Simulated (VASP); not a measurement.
# GaBi2O3 (P-4m2) in VASP: relaxation of cell and atoms with PBE

Aim: the relaxation of cell and atoms of GaBi2O3 with PBE.

Everything below comes from runs of VASP 6.6.1. Logs are shortened: lines on timing, memory, paths and dates and some standing lists are left out, and cuts for length are marked.

## Step 1: The cell of the first run

Symmetry: P-4m2, No. 115, tetragonal system. The conventional cell has a = 3.188 Å, b = 3.188 Å, c = 10.968 Å, α = 90.00°, β = 90.00°, γ = 90.00°. Ga (site symmetry -4m2) has 4 O at 1.91 Å within 2.5 Å. Bi (site symmetry 2mm) has 1 O at 2.08 Å within 2.8 Å. Within 2.5 Å of O (site symmetry 2mm) lie 2 Ga at 1.91 Å. Within 2.8 Å of O (site symmetry -4m2) lie 2 Bi at 2.08 Å.

## Step 2: Relaxation of cell and atoms, PBE

Contents of INCAR:

```
PREC     = Accurate       # precision mode
ENCUT    = 600            # plane-wave cutoff, eV
EDIFF    = 1E-7           # SCF threshold, eV
ISMEAR   = 0              # smearing method
SIGMA    = 0.1            # smearing width, eV
LREAL    = False          # projectors in reciprocal space
LASPH    = True           # aspherical terms in the spheres
NELM     = 80             # most SCF steps
ALGO     = Normal         # electronic algorithm
ISIF     = 3              # what is computed and relaxed
LWAVE    = False          # write WAVECAR
LCHARG   = False          # write CHGCAR
GGA      = PE             # functional
IBRION   = 2              # ionic algorithm
NSW      = 100            # ionic steps
EDIFFG   = -0.01          # ionic threshold
```

Contents of KPOINTS:

```
regular mesh
0
Gamma
  10 10 4
```

Contents of POSCAR:

```
GaBi2O3
1.0
    3.1879578556      0.0000000000      0.0000000000
    0.0000000000      3.1879578556      0.0000000000
    0.0000000000      0.0000000000     10.9680412648
Ga Bi O
1 2 3
Direct
    0.0000000000      0.0000000000      0.0000000000
    0.0000000000      0.0000000000      0.6898897023
    0.0000000000      0.0000000000      0.3101102977
    0.0000000000      0.5000000000      0.9048544957
    0.5000000000      0.0000000000      0.0951455043
    0.0000000000      0.0000000000      0.5000000000
```

Potentials or basis: VASP PAW PBE potentials, release 64 (Ga_d, Bi_d, O).

The run is started by

```sh
$ cat potpaw_PBE.64/Ga_d/POTCAR potpaw_PBE.64/Bi_d/POTCAR potpaw_PBE.64/O/POTCAR > POTCAR
$ mpirun -np 1 vasp_std > vasp.out
```

OUTCAR:

```text
PREC = Accurate
   ENCUT = 600
   EDIFF = 1E-7
   ISMEAR = 0
   LREAL = False
   LASPH = True
   NELM = 80
   ISIF = 3
   GGA = PE
   IBRION = 2
   NSW = 100
   EDIFFG = -0.01

 ion  position               nearest neighbor table
   1  0.000  0.000  0.000-   4 1.91   5 1.91   4 1.91   5 1.91   2 3.40   3 3.40
   2  0.000  0.000  0.690-   6 2.08   4 2.85   4 2.85   1 3.40
   3  0.000  0.000  0.310-   6 2.08   5 2.85   5 2.85   1 3.40
   4  0.000  0.500  0.905-   1 1.91   1 1.91   2 2.85   2 2.85
   5  0.500  0.000  0.095-   1 1.91   1 1.91   3 2.85   3 2.85
   6  0.000  0.000  0.500-   2 2.08   3 2.08

  LATTYP: Found a simple tetragonal cell.
 ALAT       =     3.1879578556
 C/A-ratio  =     3.4404599313

  Lattice vectors:

 A1 = (   3.1879578556,   0.0000000000,   0.0000000000)
 A2 = (   0.0000000000,   3.1879578556,   0.0000000000)
 A3 = (   0.0000000000,   0.0000000000,  10.9680412648)

Analysis of symmetry for initial positions (statically):
=====================================================================
 Subroutine PRICEL returns:
 Original cell was already a primitive cell.

 Routine SETGRP: Setting up the symmetry group for a
 simple tetragonal supercell.

 Subroutine GETGRP returns: Found  8 space group operations
 (whereof  8 operations were pure point group operations)
 out of a pool of 16 trial point group operations.

The static configuration has the point symmetry D_2d.

Analysis of symmetry for dynamics (positions and initial velocities):
=====================================================================
 Subroutine PRICEL returns:
 Original cell was already a primitive cell.

 Routine SETGRP: Setting up the symmetry group for a
 simple tetragonal supercell.

 Subroutine GETGRP returns: Found  8 space group operations
 (whereof  8 operations were pure point group operations)
 out of a pool of 16 trial point group operations.

The dynamic configuration has the point symmetry D_2d.

 Subroutine INISYM returns: Found  8 space group operations
 (whereof  8 operations are pure point group operations),
 and found     1 'primitive' translations

----------------------------------------------------------------------------------------

                                     Primitive cell

  volume of cell :     111.4690

  direct lattice vectors                    reciprocal lattice vectors
     3.187957856  0.000000000  0.000000000     0.313680433  0.000000000  0.000000000
     0.000000000  3.187957856  0.000000000     0.000000000  0.313680433  0.000000000
     0.000000000  0.000000000 10.968041265     0.000000000  0.000000000  0.091173982

  length of vectors
     3.187957856  3.187957856 10.968041265     0.313680433  0.313680433  0.091173982

  position of ions in fractional coordinates (direct lattice)
     0.000000000  0.000000000  0.000000000
     0.000000000  0.000000000  0.689889702
     0.000000000  0.000000000  0.310110298
     0.000000000  0.500000000  0.904854496
     0.500000000  0.000000000  0.095145504
     0.000000000  0.000000000  0.500000000

  ion indices of the primitive-cell ions
   primitive index   ion index
                 1           1
                 2           2
                 3           3
                 4           4
                 5           5
                 6           6

----------------------------------------------------------------------------------------

 KPOINTS: regular mesh

Automatic generation of k-mesh.
 Grid dimensions read from file:
 generate k-points for:   10   10    4

 Generating k-lattice:

  Cartesian coordinates                     Fractional coordinates (reciprocal lattice)
     0.031368043  0.000000000  0.000000000     0.100000000  0.000000000  0.000000000
     0.000000000  0.031368043  0.000000000     0.000000000  0.100000000  0.000000000
     0.000000000  0.000000000  0.022793496     0.000000000  0.000000000  0.250000000

  Length of vectors
     0.031368043  0.031368043  0.022793496

  Shift w.r.t. Gamma in fractional coordinates (k-lattice)
     0.000000000  0.000000000  0.000000000

 Subroutine IBZKPT returns following result:
 ===========================================

 Found     63 irreducible k-points:

 Following reciprocal coordinates:
            Coordinates               Weight
  0.000000  0.000000  0.000000      1.000000
  0.100000  0.000000  0.000000      4.000000
  0.200000  0.000000  0.000000      4.000000
  0.300000  0.000000  0.000000      4.000000
  0.400000  0.000000  0.000000      4.000000
  0.500000  0.000000  0.000000      2.000000
[... 16 lines left out ...]
  0.100000  0.000000  0.250000      8.000000
  0.200000  0.000000  0.250000      8.000000
 [... further k-points ...]
   k-points           NKPTS =     63   k-points in BZ     NKDIM =     63   number of bands    NBANDS=     36
   number of dos      NEDOS =    301   number of ions     NIONS =      6
   total plane-waves  NPLWV =  70560
   dimension x,y,z NGX =    28 NGY =   28 NGZ =   90
   dimension x,y,z NGXF=    56 NGYF=   56 NGZF=  180
   ions per type =               1   2   3
   NGX,Y,Z   is equivalent  to a cutoff of  14.60, 14.60, 13.64 a.u.
   NGXF,Y,Z  is equivalent  to a cutoff of  29.20, 29.20, 27.28 a.u.
 SYSTEM =  unknown system
   PREC   = accura    normal or accurate (medium, high low for compatibility)
   ISTART =      0    job   : 0-new  1-cont  2-samecut
   ICHARG =      2    charge: 1-file 2-atom 10-const
   ISPIN  =      1    spin polarized calculation?
   LNONCOLLINEAR =      F non collinear calculations
   LSORBIT =      F    spin-orbit coupling
   LASPH  =      T    aspherical Exc in radial PAW
   ENCUT  =  600.0 eV  44.10 Ry    6.64 a.u.   6.37  6.37 21.91*2*pi/ulx,y,z
   NELM   =     80;   NELMIN=  2; NELMDL= -5     # of ELM steps
   EDIFF  = 0.1E-06   stopping-criterion for ELM
   LREAL  =      F    real-space projection
   EDIFFG = -.1E-01   stopping-criterion for IOM
   NSW    =    100    number of steps for IOM
   IBRION =      2    ionic relax: 0-MD 1-quasi-New 2-CG
   NFREE  =      1    steps in history (QN), initial steepest desc. (CG)
   ISIF   =      3    stress and relaxation
   ISYM   =      2    0-nonsym 1-usesym 2-fastsym
   POTIM  = 0.5000    time-step for ionic-motion
   TEBEG  =    0.0;   TEEND  =   0.0 temperature during run
   PSTRESS=    0.0 pullay stress
   NELECT =      61.0000    total number of electrons
   NUPDOWN=      -1.0000    fix difference up-down
   EMIN   =  10.00;   EMAX   =-10.00  energy-range for DOS
   EFERMI =   0.00;   METHOD = LEGACY
   ISMEAR =     0;   SIGMA  =   0.10  broadening in eV -4-tet -1-fermi 0-gaus
   EFERMI_NEDOS =   21; number of points for ismear=-14 and -15
   IALGO  =     38    algorithm
   IMIX   =      4    mixing-type and parameters
     AMIX     =   0.40;   BMIX     =  1.00
     AMIX_MAG =   1.60;   BMIX_MAG =  1.00
  volume/ion in A,a.u.               =      18.58       125.37
  Fermi-wavevector in a.u.,A,eV,Ry     =   1.339060  2.530456 24.396357  1.793082
  Thomas-Fermi vector in A             =   2.467482
   LORBIT       =      0    0 simple, 1 ext, 2 COOP (PROOUT), +10 PAW based schemes
   GGA     = PE    functional components
   LHFCALC =     F    Hartree Fock is set to
   AEXX    =    0.0000 exact exchange contribution
   IVDW    =     0    specifies the selected vdW correction
   LEPSILON=     F    determine dielectric tensor
   LRPA    =     F    only Hartree local field effects (RPA)
 conjugate gradient relaxation of ions
 non-spin polarized calculation
 Gauss-broadening in eV      SIGMA  =   0.10
  energy-cutoff  :      600.00
  volume of cell :      111.47
 maximum number of plane-waves:      3748
 NGX is ok and might be reduce to    28
   NGX = 13   NGY = 13   NGZ = 43

--------------------------------------- Ionic step        1  -------------------------------------------

 number of electron      60.9999990 magnetization

 Free energy of the ion-electron system (eV)
  ---------------------------------------------------
  ext. energy  EPLUGINS =         0.00000000
  ---------------------------------------------------
  free energy    TOTEN  =       -31.06681539 eV

  energy without entropy =      -31.05825425  energy(sigma->0) =      -31.06253482

------------------------ aborting loop because EDIFF is reached ----------------------------------------

  FORCE on cell =-STRESS in cart. coord.  units (eV):
  Direction    XX          YY          ZZ          XY          YZ          ZX
  --------------------------------------------------------------------------------------
  -------------------------------------------------------------------------------------
  Total       -0.1989048     -0.1989048      0.2499420      0.0000000      0.0000000      0.0000000
  in kB       -2.8589174     -2.8589174      3.5924896      0.0000000      0.0000000      0.0000000
  external PRESSURE =      -0.7084484 kB  Pullay stress =       0.0000000 kB
[... 65 lines left out ...]
  energy  without entropy=      -31.0586935828  energy(sigma->0) =      -31.06300897

--------------------------------------- Ionic step        3  -------------------------------------------

 number of electron      60.9999991 magnetization

 E-fermi :   4.8844     XC(G=0):  -9.9946

 val. band max:        4.8619424438   @ k =   0.0000   0.0000   0.0000
 cond. band min:       4.8956111890   @ k =   0.3000   0.1000   0.2500
 fundamental gap:      0.0336687452
 Fermi energy:         4.8843638706

 k-point     1 :       0.0000    0.0000    0.0000
  band No.  band energies     occupation
      1     -18.3111      2.00000
      2     -18.2726      2.00000
      3     -18.2721      2.00000
      4     -18.1430      2.00000
      5     -17.9012      2.00000
      6     -17.9012      2.00000
[... 925 lines left out ...]
     35      10.1067      0.00000
     36      10.6197      0.00000

 [... further k-points ...]
[... 5 lines left out ...]
  --------------------------------------------------------------------------------------
  -------------------------------------------------------------------------------------
  Total       -0.0907045     -0.0907045     -0.1718699      0.0000000      0.0000000     -0.0000000
  in kB       -1.3048709     -1.3048709     -2.4725117      0.0000000      0.0000000     -0.0000000
  external PRESSURE =      -1.6940845 kB  Pullay stress =       0.0000000 kB
[... 105 lines left out ...]
  energy  without entropy=      -31.0590869299  energy(sigma->0) =      -31.06339873

--------------------------------------- Ionic step        6  -------------------------------------------

 number of electron      60.9999994 magnetization

 Free energy of the ion-electron system (eV)
  ---------------------------------------------------
  ext. energy  EPLUGINS =         0.00000000
  ---------------------------------------------------
  free energy    TOTEN  =       -31.06777575 eV

  energy without entropy =      -31.05915463  energy(sigma->0) =      -31.06346519

 E-fermi :   4.9166     XC(G=0): -10.0085

 val. band max:        4.8937855480   @ k =   0.0000   0.0000   0.0000
 cond. band min:       4.9270508634   @ k =   0.3000   0.1000   0.2500
 fundamental gap:      0.0332653154
 Fermi energy:         4.9166178077

 k-point     1 :       0.0000    0.0000    0.0000
  band No.  band energies     occupation
      1     -18.2839      2.00000
      2     -18.2435      2.00000
      3     -18.2431      2.00000
      4     -18.1129      2.00000
      5     -17.8680      2.00000
      6     -17.8680      2.00000
[... 925 lines left out ...]
     35      10.1605      0.00000
     36      10.6761      0.00000

 [... further k-points ...]
[... 5 lines left out ...]
  --------------------------------------------------------------------------------------
  -------------------------------------------------------------------------------------
  Total        0.0053813      0.0053813      0.0094077      0.0000000      0.0000000     -0.0000000
  in kB        0.0776242      0.0776242      0.1357035      0.0000000      0.0000000     -0.0000000
  external PRESSURE =       0.0969840 kB  Pullay stress =       0.0000000 kB
[... 21 lines left out ...]
  FREE ENERGIE OF THE ION-ELECTRON SYSTEM (eV)
  ---------------------------------------------------
  free  energy   TOTEN  =       -31.0677757518 eV

  energy  without entropy=      -31.0591546259  energy(sigma->0) =      -31.06346519

 reached required accuracy - stopping structural energy minimisation
```

It took 18 min on 1 thread of Intel Xeon Platinum 8259CL at 2.50GHz (Skylake/Cascade Lake), shared host; peak memory 0.45 GiB.

Results:

```yaml
Free_energy: -31.0678 eV
Relaxed_volume: 18.51 Å³/atom
Relaxed_cell: a = 3.180 Å, b = 3.180 Å, c = 10.980 Å, α = 90.00°, β = 90.00°, γ = 90.00°
Space_group_after_relaxing_to_0.05_Å: P-4m2 (No. 115)
Energy_gained_by_relaxing: 0.2 meV/atom
Ionic_steps: 6
Pressure_after_relaxing: 0.0 GPa
```

Forces on the atoms (eV/Å):
```
Ga   0.000  0.000  0.000
Bi   0.000  0.000 -0.002
Bi   0.000  0.000  0.002
O    0.000  0.000 -0.001
O    0.000  0.000  0.001
O    0.000  0.000  0.000
```

The path:
| step | energy change (eV) | largest force (eV/Å) | pressure (GPa) | volume (Å³) |
| --- | --- | --- | --- | --- |
| 1 | 0.0000 | 0.0560 | -0.07 | 111.47 |
| 2 | -0.0005 | 0.0673 | -0.21 | 111.34 |
| 3 | -0.0006 | 0.0402 | -0.17 | 111.37 |
| 4 | -0.0009 | 0.0253 | 0.07 | 111.02 |
| 5 | -0.0009 | 0.0252 | 0.07 | 111.02 |
| 6 | -0.0010 | 0.0024 | 0.01 | 111.07 |

Final structure:
```
CELL_PARAMETERS angstrom
3.18050 0.00000 0.00000
0.00000 3.18050 0.00000
0.00000 0.00000 10.98025
ATOMIC_POSITIONS crystal
Ga 0.00000 0.00000 0.00000
Bi 0.00000 0.00000 0.68985
Bi 0.00000 0.00000 0.31015
O 0.00000 0.50000 0.90427
O 0.50000 0.00000 0.09573
O 0.00000 0.00000 0.50000
```

Caveat: spin-orbit coupling is left out, which moves the levels of the heavy elements; an odd number of electrons without spin polarisation forces a metal; a magnetic or distorted state may lie lower.
